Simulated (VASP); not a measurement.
# HfN (P1) in VASP: single point with PBEsol

Aim: the single point of HfN with PBEsol.

Program: VASP 6.6.1. These are calculated values, not measurements. Logs are shortened: lines on timing, memory, paths and dates and some standing lists are left out, and cuts for length are marked.

## 1. The cell of the first run

The typed cell holds 8 atoms: a = 3.128 Å, b = 5.417 Å, c = 6.233 Å, α = 115.76°, β = 104.53°, γ = 90.00°.

## 2. Single point, PBEsol

INCAR reads:

```
ALGO = Normal ; EDIFF = 1E-6
ENCUT = 520 ; GGA = PS
ISIF = 2 ; ISMEAR = 0
KPAR = 4 ; LASPH = True
LCHARG = False ; LREAL = False
LWAVE = False ; NBANDS = 40
NELM = 80 ; PREC = Accurate
SIGMA = 0.15
```

KPOINTS reads:

```
k-points
0
Gamma
  12 12 12
```

POSCAR reads:

```
HfN
1.0
   -3.1277072714      0.0000000000      0.0000000000
    0.0000000000      5.4173479053      0.0000000000
    1.5638536357     -2.7086739526     -5.3909358698
Hf N
4 4
Direct
    0.1139964372      0.7928599469      0.2513244206
    0.6360035628      0.2904733865      0.2486755794
    0.8677124643      0.2062782530      0.7487969806
    0.3822875357      0.7103884136      0.7512030194
    0.9981360826     -0.0057577135      0.9964307101
    0.5018639174      0.5057577135      1.0035692899
    0.7506134578      0.7457918373      0.4946553989
    0.2493865422      0.2542081627      0.5053446011
```

Potentials or basis: VASP PAW PBE potentials, release 64 (Hf_pv, N).

Run with:

```bash
cat potpaw_PBE.64/Hf_pv/POTCAR potpaw_PBE.64/N/POTCAR > POTCAR
mpirun -np 4 vasp_std > vasp.out
```

OUTCAR:

```text
EDIFF = 1E-6
   ENCUT = 520
   GGA = PS
   ISIF = 2
   ISMEAR = 0
   LASPH = True
   LREAL = False
   NELM = 80
   PREC = Accurate

 ion  position               nearest neighbor table
   1  0.114  0.793  0.251-   7 2.20   6 2.21   5 2.25   6 2.26   7 2.27   8 2.27   2 3.09   2 3.10
                             2 3.16   2 3.17   4 3.22   3 3.22   3 3.24   4 3.24   3 3.26   4 3.27
   2  0.636  0.290  0.249-   7 2.24   8 2.24   5 2.24   6 2.26   5 2.29   8 2.30   1 3.09   1 3.10
                             1 3.16   1 3.17   3 3.22   4 3.23   3 3.25   4 3.25   4 3.27   3 3.27
   3  0.868  0.206  0.749-   8 2.23   8 2.25   5 2.26   6 2.27   7 2.27   6 2.30   4 3.09   4 3.12
                             4 3.14   4 3.16   2 3.22   1 3.22   1 3.24   2 3.25   1 3.26   2 3.27
   4  0.382  0.710  0.751-   5 2.21   8 2.24   5 2.24   6 2.25   7 2.26   7 2.28   3 3.09   3 3.12
                             3 3.14   3 3.16   1 3.22   2 3.23   1 3.24   2 3.25   2 3.27   1 3.27
   5  0.998  0.994  0.996-   4 2.21   4 2.24   2 2.24   1 2.25   3 2.26   2 2.29
   6  0.502  0.506  0.004-   1 2.21   4 2.25   2 2.26   1 2.26   3 2.27   3 2.30
   7  0.751  0.746  0.495-   1 2.20   2 2.24   4 2.26   3 2.27   1 2.27   4 2.28
   8  0.249  0.254  0.505-   3 2.23   2 2.24   4 2.24   3 2.25   1 2.27   2 2.30

  LATTYP: Found a body centered orthorhombic cell.
 ALAT       =     3.1277072714
 B/A-ratio  =     1.7320508076
 C/A-ratio  =     3.4472125439

  Lattice vectors:

 A1 = (  -1.5638536357,   2.7086739526,   5.3909358698)
 A2 = (   1.5638536357,  -2.7086739527,   5.3909358698)
 A3 = (   1.5638536357,   2.7086739527,  -5.3909358698)

Analysis of symmetry for initial positions (statically):
=====================================================================
 Subroutine PRICEL returns:
 Original cell was already a primitive cell.

 Routine SETGRP: Setting up the symmetry group for a
 body centered orthorhombic supercell.

 Subroutine GETGRP returns: Found  1 space group operations
 (whereof  1 operations were pure point group operations)
 out of a pool of  8 trial point group operations.

The static configuration has the point symmetry C_1 .

Analysis of symmetry for dynamics (positions and initial velocities):
=====================================================================
 Subroutine PRICEL returns:
 Original cell was already a primitive cell.

 Routine SETGRP: Setting up the symmetry group for a
 body centered orthorhombic supercell.

 Subroutine GETGRP returns: Found  1 space group operations
 (whereof  1 operations were pure point group operations)
 out of a pool of  8 trial point group operations.

The dynamic configuration has the point symmetry C_1 .

 Subroutine INISYM returns: Found  1 space group operations
 (whereof  1 operations are pure point group operations),
 and found     1 'primitive' translations

----------------------------------------------------------------------------------------

                                     Primitive cell

  volume of cell :      91.3434

  direct lattice vectors                    reciprocal lattice vectors
    -3.127707271  0.000000000  0.000000000    -0.319723015  0.000000000 -0.092748275
     0.000000000  5.417347905  0.000000000     0.000000000  0.184592169 -0.092748275
     1.563853636 -2.708673953 -5.390935870     0.000000000  0.000000000 -0.185496549

  length of vectors
     3.127707271  5.417347905  6.232555040     0.332903964  0.206582940  0.185496549

  position of ions in fractional coordinates (direct lattice)
     0.113996437  0.792859947  0.251324421
     0.636003563  0.290473386  0.248675579
     0.867712464  0.206278253  0.748796981
     0.382287536  0.710388414  0.751203019
     0.998136083  0.994242286  0.996430710
     0.501863917  0.505757714  0.003569290
     0.750613458  0.745791837  0.494655399
     0.249386542  0.254208163  0.505344601

  ion indices of the primitive-cell ions
   primitive index   ion index
                 1           1
                 2           2
                 3           3
                 4           4
                 5           5
                 6           6
                 7           7
                 8           8

----------------------------------------------------------------------------------------

 KPOINTS: k-points

Automatic generation of k-mesh.
 Grid dimensions read from file:
 generate k-points for:   12   12   12

 Generating k-lattice:

  Cartesian coordinates                     Fractional coordinates (reciprocal lattice)
    -0.026643585  0.000000000 -0.007729023     0.083333333  0.000000000  0.000000000
     0.000000000  0.015382681 -0.007729023     0.000000000  0.083333333  0.000000000
     0.000000000  0.000000000 -0.015458046     0.000000000  0.000000000  0.083333333

  Length of vectors
     0.027741997  0.017215245  0.015458046

  Shift w.r.t. Gamma in fractional coordinates (k-lattice)
     0.000000000  0.000000000  0.000000000

 Subroutine IBZKPT returns following result:
 ===========================================

 Found    868 irreducible k-points:

 Following reciprocal coordinates:
            Coordinates               Weight
  0.000000  0.000000  0.000000      1.000000
  0.083333  0.000000  0.000000      2.000000
  0.083333  0.000000 -0.083333      2.000000
  0.166667  0.000000 -0.000000      2.000000
  0.166667  0.000000 -0.166667      2.000000
  0.250000  0.000000  0.000000      2.000000
[... 16 lines left out ...]
 -0.166667 -0.083333  0.250000      2.000000
  0.250000  0.083333  0.000000      2.000000
 [... further k-points ...]
   k-points           NKPTS =    868   k-points in BZ     NKDIM =    868   number of bands    NBANDS=     40
   number of dos      NEDOS =    301   number of ions     NIONS =      8
   total plane-waves  NPLWV =  46080
   dimension x,y,z NGX =    24 NGY =   40 NGZ =   48
   dimension x,y,z NGXF=    48 NGYF=   80 NGZF=   96
   ions per type =               4   4
   NGX,Y,Z   is equivalent  to a cutoff of  12.76, 12.28, 12.80 a.u.
   NGXF,Y,Z  is equivalent  to a cutoff of  25.51, 24.55, 25.61 a.u.
 SYSTEM =  unknown system
   PREC   = accura    normal or accurate (medium, high low for compatibility)
   ISTART =      0    job   : 0-new  1-cont  2-samecut
   ICHARG =      2    charge: 1-file 2-atom 10-const
   ISPIN  =      1    spin polarized calculation?
   LNONCOLLINEAR =      F non collinear calculations
   LSORBIT =      F    spin-orbit coupling
   LASPH  =      T    aspherical Exc in radial PAW
   ENCUT  =  520.0 eV  38.22 Ry    6.18 a.u.   5.82 10.07 11.59*2*pi/ulx,y,z
   NELM   =     80;   NELMIN=  2; NELMDL= -5     # of ELM steps
   EDIFF  = 0.1E-05   stopping-criterion for ELM
   LREAL  =      F    real-space projection
   EDIFFG = 0.1E-04   stopping-criterion for IOM
   NSW    =      0    number of steps for IOM
   IBRION =     -1    ionic relax: 0-MD 1-quasi-New 2-CG
   NFREE  =      0    steps in history (QN), initial steepest desc. (CG)
   ISIF   =      2    stress and relaxation
   ISYM   =      2    0-nonsym 1-usesym 2-fastsym
   POTIM  = 0.5000    time-step for ionic-motion
   TEBEG  =    0.0;   TEEND  =   0.0 temperature during run
   PSTRESS=    0.0 pullay stress
   NELECT =      60.0000    total number of electrons
   NUPDOWN=      -1.0000    fix difference up-down
   EMIN   =  10.00;   EMAX   =-10.00  energy-range for DOS
   EFERMI =   0.00;   METHOD = LEGACY
   ISMEAR =     0;   SIGMA  =   0.15  broadening in eV -4-tet -1-fermi 0-gaus
   EFERMI_NEDOS =   21; number of points for ismear=-14 and -15
   IALGO  =     38    algorithm
   IMIX   =      4    mixing-type and parameters
     AMIX     =   0.40;   BMIX     =  1.00
     AMIX_MAG =   1.60;   BMIX_MAG =  1.00
  volume/ion in A,a.u.               =      11.42        77.05
  Fermi-wavevector in a.u.,A,eV,Ry     =   1.423092  2.689254 27.554387  2.025190
  Thomas-Fermi vector in A             =   2.543726
   LORBIT       =      0    0 simple, 1 ext, 2 COOP (PROOUT), +10 PAW based schemes
   GGA     = PS    functional components
   LHFCALC =     F    Hartree Fock is set to
   AEXX    =    0.0000 exact exchange contribution
   IVDW    =     0    specifies the selected vdW correction
   LEPSILON=     F    determine dielectric tensor
   LRPA    =     F    only Hartree local field effects (RPA)
 non-spin polarized calculation
 Gauss-broadening in eV      SIGMA  =   0.15
  energy-cutoff  :      520.00
  volume of cell :       91.34
 maximum number of plane-waves:      2487
   NGX = 11   NGY = 21   NGZ = 23

 number of electron      60.0000004 magnetization

 Free energy of the ion-electron system (eV)
  ---------------------------------------------------
  ext. energy  EPLUGINS =         0.00000000
  ---------------------------------------------------
  free energy    TOTEN  =       -91.67794279 eV

  energy without entropy =      -91.65617737  energy(sigma->0) =      -91.66706008

 E-fermi :   7.8167     XC(G=0): -12.9484

 val. band max:        7.8135921935   @ k =   0.0833   0.0000  -0.0833
 cond. band min:       7.8173820056   @ k =  -0.4167  -0.1667   0.3333
 fundamental gap:      0.0037898121
 Fermi energy:         7.8166953645

 k-point     1 :       0.0000    0.0000    0.0000
  band No.  band energies     occupation
      1     -23.8055      2.00000
      2     -23.7054      2.00000
      3     -23.7015      2.00000
      4     -23.0772      2.00000
      5     -23.0759      2.00000
      6     -22.9559      2.00000
[... 32 lines left out ...]
     39      12.6224      0.00000
     40      12.6843      0.00000

 k-point     2 :       0.0833    0.0000    0.0000
  band No.  band energies     occupation
      1     -23.7827      2.00000
      2     -23.6966      2.00000
      3     -23.6697      2.00000
      4     -23.1153      2.00000
      5     -23.0820      2.00000
      6     -22.9808      2.00000
[... 32 lines left out ...]
     39      12.3641      0.00000
     40      12.9289      0.00000

 k-point     3 :       0.0833    0.0000   -0.0833
  band No.  band energies     occupation
      1     -23.7827      2.00000
      2     -23.6967      2.00000
      3     -23.6697      2.00000
      4     -23.1149      2.00000
      5     -23.0827      2.00000
      6     -22.9817      2.00000
[... 32 lines left out ...]
     39      12.3745      0.00000
     40      12.9187      0.00000

 k-point     4 :       0.1667    0.0000   -0.0000
  band No.  band energies     occupation
      1     -23.7184      2.00000
      2     -23.6497      2.00000
      3     -23.6001      2.00000
      4     -23.2073      2.00000
      5     -23.1481      2.00000
      6     -23.0107      2.00000
[... 32 lines left out ...]
     39      12.0635      0.00000
     40      12.7712      0.00000
[... 772 lines left out ...]
     39      12.1513      0.00000
     40      12.6256      0.00000

 k-point    23 :      -0.1667   -0.0833    0.2500
  band No.  band energies     occupation
      1     -23.6980      2.00000
      2     -23.6479      2.00000
      3     -23.5771      2.00000
      4     -23.2150      2.00000
      5     -23.1331      2.00000
      6     -23.0279      2.00000
[... 32 lines left out ...]
     39      12.1470      0.00000
     40      12.6096      0.00000

 k-point    24 :       0.2500    0.0833    0.0000
  band No.  band energies     occupation
      1     -23.6069      2.00000
      2     -23.5736      2.00000
      3     -23.4986      2.00000
      4     -23.3215      2.00000
      5     -23.2334      2.00000
      6     -23.1734      2.00000
[... 32 lines left out ...]
     39      12.0674      0.00000
     40      13.1189      0.00000

 [... further k-points ...]

------------------------ aborting loop because EDIFF is reached ----------------------------------------

  FORCE on cell =-STRESS in cart. coord.  units (eV):
  Direction    XX          YY          ZZ          XY          YZ          ZX
  --------------------------------------------------------------------------------------
  -------------------------------------------------------------------------------------
  Total       -1.0971022     -1.0692315     -0.8343882     -0.0794582      0.0382147      0.0255687
  in kB      -19.2433490    -18.7544934    -14.6353034     -1.3937088      0.6702920      0.4484795
  external PRESSURE =     -17.5443819 kB  Pullay stress =       0.0000000 kB

 VOLUME and BASIS-vectors are now :
 -----------------------------------------------------------------------------
  energy-cutoff  :      520.00
  volume of cell :       91.34
      direct lattice vectors                 reciprocal lattice vectors
    -3.127707271  0.000000000  0.000000000    -0.319723015  0.000000000 -0.092748275
     0.000000000  5.417347905  0.000000000     0.000000000  0.184592169 -0.092748275
     1.563853636 -2.708673953 -5.390935870     0.000000000  0.000000000 -0.185496549

 POSITION                                       TOTAL-FORCE (eV/Angst)
 -----------------------------------------------------------------------------------
      0.03649      3.61444     -1.35487        -0.673906     -0.064690      0.084367
     -1.60034      0.90001     -1.34059         0.635829      0.087564     -0.082835
     -1.54294     -0.91077     -4.03672        -0.319681      0.217024     -0.184619
     -0.02091      1.81366     -4.04969         0.342691     -0.238653      0.218197
     -1.56361      2.68715     -5.37169        -0.177752      0.323812     -0.341436
     -1.56410      2.73020     -0.01924         0.149583     -0.307015      0.361071
     -1.57413      2.70035     -2.66666         0.204828      0.048100     -0.526872
      0.01028      0.00832     -2.72428        -0.161591     -0.066141      0.472128
 -----------------------------------------------------------------------------------
    total drift:                                0.000037      0.000002      0.000088

  FREE ENERGIE OF THE ION-ELECTRON SYSTEM (eV)
  ---------------------------------------------------
  free  energy   TOTEN  =       -91.6779427891 eV

  energy  without entropy=      -91.6561773737  energy(sigma->0) =      -91.66706008
```

Run time: 5 min. Hardware: 4 MPI ranks of Intel Xeon 6975P-C (Granite Rapids), shared host; peak memory 2 GiB.

Results:

| Property | Result |
| --- | --- |
| Free energy | -91.6779 eV |
| Pressure | -1.8 GPa |
| Largest force | 0.682 eV/Å |
| Band gap on the k mesh | zero (bands 30 and 31 overlap by 2.34 eV) |

Forces in eV/Å, atoms in the order of the input:
```
Hf  -0.674 -0.065  0.084
Hf   0.636  0.088 -0.083
Hf  -0.320  0.217 -0.185
Hf   0.343 -0.239  0.218
N   -0.178  0.324 -0.341
N    0.150 -0.307  0.361
N    0.205  0.048 -0.527
N   -0.162 -0.066  0.472
```

Stress tensor (GPa, compression positive):
```
-1.92 -0.14  0.04
-0.14 -1.88  0.07
 0.04  0.07 -1.46
```

Levels at points of the mesh, in eV from the Fermi level:
| k point | band 26 | band 27 | band 28 | band 29 | band 30 | band 31 | band 32 | band 33 | band 34 | band 35 |
| --- | --- | --- | --- | --- | --- | --- | --- | --- | --- | --- |
| (0.00, 0.00, 0.00) | -3.58 | -3.57 | -1.66 | -0.63 | -0.26 | -0.20 | 0.73 | 0.75 | 1.10 | 1.85 |
| (0.50, 0.00, 0.00) | -4.21 | -3.82 | -3.57 | -1.21 | -1.06 | 1.07 | 1.19 | 2.86 | 3.18 | 4.11 |
| (0.50, 0.00, 0.50) | -4.16 | -3.81 | -3.58 | -1.26 | -1.01 | 1.02 | 1.24 | 2.93 | 3.11 | 4.03 |
| (0.00, 0.50, 0.00) | -4.08 | -3.80 | -3.52 | -1.28 | -1.18 | 0.97 | 1.03 | 2.43 | 2.48 | 2.72 |
| (0.00, 0.50, 0.50) | -4.07 | -3.78 | -3.55 | -1.34 | -1.13 | 0.95 | 1.04 | 2.51 | 2.53 | 2.69 |
| (0.50, 0.50, 0.00) | -4.48 | -3.24 | -2.81 | -2.36 | -0.25 | -0.25 | 2.53 | 2.78 | 4.47 | 4.58 |
| (0.50, 0.50, 0.50) | -4.48 | -3.24 | -2.81 | -2.36 | -0.25 | -0.24 | 2.52 | 2.77 | 4.47 | 4.70 |
| (0.00, 0.00, 0.50) | -4.39 | -3.24 | -2.80 | -2.37 | 1.91 | 1.92 | 2.50 | 2.71 | 2.95 | 2.97 |

Caveat: the PAW data sets were made with another functional, which shifts forces and pressure a little; spin-orbit coupling is left out, which moves the levels of the heavy elements.
